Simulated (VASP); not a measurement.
# RbFe3H6Se2O14: single point with PBE

The system is RbFe3H6Se2O14.

```xyz
26
Lattice="3.7011 2.1368 5.9387 -3.7011 2.1368 5.9387 0.0000 -4.2737 5.9387" Properties=species:S:1:pos:R:3 pbc="T T T"
Rb    0.0000    0.0000    0.0000
Fe    1.8505    1.0684    2.9693
Fe   -1.8505    1.0684    2.9693
Fe    0.0000   -2.1368    2.9693
H     0.0000   -1.7593    8.0128
H     1.5236    0.8797    8.0128
H    -1.5236    0.8797    8.0128
H    -1.5236   -0.8797    9.8032
H     0.0000    1.7593    9.8032
H     1.5236   -0.8797    9.8032
Se    0.0000    0.0000    5.5553
Se    0.0000    0.0000   12.2607
O     0.0000    0.0000    7.2176
O     0.0000    0.0000   10.5984
O     1.3613    0.7859    4.9842
O    -1.3613    0.7859    4.9842
O     0.0000   -1.5718    4.9842
O     0.0000    1.5718   12.8318
O     1.3613   -0.7859   12.8318
O    -1.3613   -0.7859   12.8318
O     0.0000   -2.6406    8.4603
O     2.2868    1.3203    8.4603
O    -2.2868    1.3203    8.4603
O    -2.2868   -1.3203    9.3557
O     0.0000    2.6406    9.3557
O     2.2868   -1.3203    9.3557
```

```json
{"Program": "VASP 6.6.1", "Task": "single point", "Functional": "PBE", "Potentials or basis": "VASP PAW PBE potentials, release 64 (Rb_sv, Fe, H, Se, O)", "Cutoff": "520 eV", "k mesh": "6 × 6 × 6", "Occupations": "fermi-dirac, width 0.05 eV", "Spin": "collinear spin, ferromagnetic start", "Starting moments": "[0.0, 5.0, 5.0, 5.0, 0.0, 0.0, 0.0, 0.0, 0.0, 0.0, 0.0, 0.0, 0.0, 0.0, 0.0, 0.0, 0.0, 0.0, 0.0, 0.0, 0.0, 0.0, 0.0, 0.0, 0.0, 0.0] μB"}
```

```
Pressure                                              : 2.6 GPa
Largest force                                         : 0.308 eV/Å
Band gap on the k mesh                                : zero (filled and empty bands overlap)
Net moment                                            : 13.04 μB per cell
Site moments                                          : Rb +0.00; Fe +3.69; H +0.01; Se +0.02; O +0.05, +0.08, +0.14 (each value once) μB
Valence electrons inside the program's atomic spheres : Rb 7.34; Fe 6.74; H 0.71; Se 4.13; O 5.01, 5.03, 5.11 (each value once)
```

Forces in eV/Å, atoms in the order of the input:
```
Rb   0.000  0.000  0.000
Fe   0.000  0.000  0.000
Fe   0.000  0.000  0.000
Fe   0.000  0.000  0.000
H    0.000  0.087 -0.039
H   -0.075 -0.044 -0.039
H    0.075 -0.044 -0.039
H    0.075  0.044  0.039
H    0.000 -0.087  0.039
H   -0.075  0.044  0.039
Se   0.000  0.000 -0.052
Se   0.000  0.000  0.052
O    0.000  0.000  0.308
O    0.000  0.000 -0.308
O    0.215  0.124 -0.069
O   -0.215  0.124 -0.069
O    0.000 -0.248 -0.069
O    0.000  0.248  0.069
O    0.215 -0.124  0.069
O   -0.215 -0.124  0.069
O    0.000 -0.059  0.039
O    0.051  0.030  0.039
O   -0.051  0.030  0.039
O   -0.051 -0.030 -0.039
O    0.000  0.059 -0.039
O    0.051 -0.030 -0.039
```

Stress tensor (GPa, compression positive):
```
2.25 0.00 0.00
0.00 2.25 0.00
0.00 0.00 3.22
```

Levels at points of the mesh, in eV from the Fermi level:
Spin up:
```tsv
k point	band 71	band 72	band 73	band 74	band 75	band 76	band 77	band 78
(0.00, 0.00, 0.00)	-1.43	-1.43	-0.45	-0.45	0.94	2.19	3.04	5.50
(0.50, 0.00, 0.00)	-0.95	-0.84	-0.68	-0.32	0.27	2.79	2.99	5.65
(0.50, 0.50, 0.00)	-1.08	-0.92	-0.78	-0.35	0.31	2.85	3.08	5.43
(0.50, 0.50, 0.50)	-1.50	-1.50	-0.45	-0.45	0.95	2.81	3.00	5.29
```
Spin down:
```tsv
k point	band 57	band 58	band 59	band 60	band 61	band 62	band 63	band 64	band 65	band 66
(0.00, 0.00, 0.00)	-2.11	-2.03	-2.03	-2.02	-0.06	-0.05	-0.05	0.18	0.18	0.41
(0.50, 0.00, 0.00)	-2.10	-2.08	-1.95	-1.58	-0.02	0.12	0.13	0.28	0.49	0.54
(0.50, 0.50, 0.00)	-2.19	-2.05	-1.83	-1.70	0.01	0.08	0.09	0.28	0.49	0.55
(0.50, 0.50, 0.50)	-2.25	-1.93	-1.93	-1.75	-0.06	-0.06	-0.06	0.21	0.21	0.36
```

Run time: 12 min on 4 MPI ranks on Intel(R) Xeon(R) 6975P-C (Granite Rapids), with other jobs on the host, peak memory 1.2 GiB a rank.

Caveat: semilocal functionals often make such compounds metallic where correlation or magnetic order opens a gap, which also shifts bond lengths; the run started ferromagnetic, and an antiferromagnetic order may lie lower in energy. With open d or f shells a metallic result of PBE can be an artefact of self-interaction; +U or a hybrid may open a gap.
